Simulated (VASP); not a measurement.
Ir, 1 atom in the cell. Symmetry: Immm, No. 71, orthorhombic system. The conventional cell has a = 2.691 Å, b = 2.739 Å, c = 3.839 Å, α = 90.00°, β = 90.00°, γ = 90.00°. Within 3.5 Å of Ir (site symmetry mmm) lie 12 Ir at 2.69 to 2.74 Å.  This cell differs from its parent crystal: strain +0.0175 x Voigt [0, 0, 0, 0, 0, 1].

| Item | Value |
| --- | --- |
| Program | VASP 6.6.1 |
| Task | single point |
| Functional | PBEsol |
| Potentials or basis | VASP PAW PBE potentials, release 64 (Ir) |
| Cutoff | 520 eV |
| k mesh | 22 × 22 × 22 |
| Occupations | gaussian, width 0.15 eV |
| Spin | no spin polarisation |
| Dipole correction | no |
| Further INCAR settings | ALGO = Fast; EDIFF = 1e-06; NBANDS = 10 |

Potentials or basis: VASP PAW PBE potentials, release 64 (Ir).

The run is started by

```sh
$ cat potpaw_PBE.64/Ir/POTCAR > POTCAR
$ mpirun -np 1 vasp_std > vasp.out
```

Hardware: 1 thread of Intel(R) Xeon(R) Platinum 8259CL CPU @ 2.50GHz (Skylake/Cascade Lake), on a shared host.

Q: Estimate the wall time of this run.

A: Wall time 4.9 min on 1 thread of Intel(R) Xeon(R) Platinum 8259CL CPU @ 2.50GHz (Skylake/Cascade Lake), on a shared host, peak memory 0.33 GiB. Counts: scf iterations 16, k points 1530.
